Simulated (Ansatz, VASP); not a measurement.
**ReSb2 in VASP and in Ansatz**

```xyz
3
Lattice="3.2388 0.0000 0.0000 0.0000 3.2388 0.0000 0.0000 0.0000 6.9923" Properties=species:S:1:pos:R:3 pbc="T T T"
Re    0.0000    0.0000    0.0000
Sb    1.6194    0.0000    2.0832
Sb    0.0000    1.6194    4.9091
```

Change from the starting cell: ordered vacancies on the cation sites of zinc blende (P-4m2, No. 115).

Alike in both runs: functional PBE; k mesh 4 × 4 × 4; occupations gaussian, width 0.1 eV; no spin polarisation.

Ansatz relaxed the structure, and its values are those at the end. VASP's run is a single point on that final structure, the one shown.

|  | VASP | Ansatz |
| --- | --- | --- |
| version | VASP 6.6.1 | Ansatz 0.2.0 |
| potentials or method | VASP PAW PBE potentials, release 64 (Re, Sb), cutoff 520 eV | scalar-relativistic, plane waves, PAW |
| valence electrons in the cell | 17 | 45 |

|  | VASP | Ansatz | Ansatz less VASP |
| --- | --- | --- | --- |
| gap on the k mesh at the Fermi level (eV) | none | none | - |
| pressure (GPa) | -0.2 | 0.1 | +0.21 |
| rms of the force components (eV/Å) | 0.009 | 0.001 | -0.0079 |

A gap of «none» marks a metal or a gap that the smearing closes. The functional is the same, so the differences come from potentials, cutoffs and numerics. VASP's potentials hold 17 valence electrons a cell and Ansatz's 45, so a difference there can come from the potentials and not from the codes.

The k mesh is coarse, so the values compare programs but aren't converged. Neither program's run includes spin-orbit coupling.
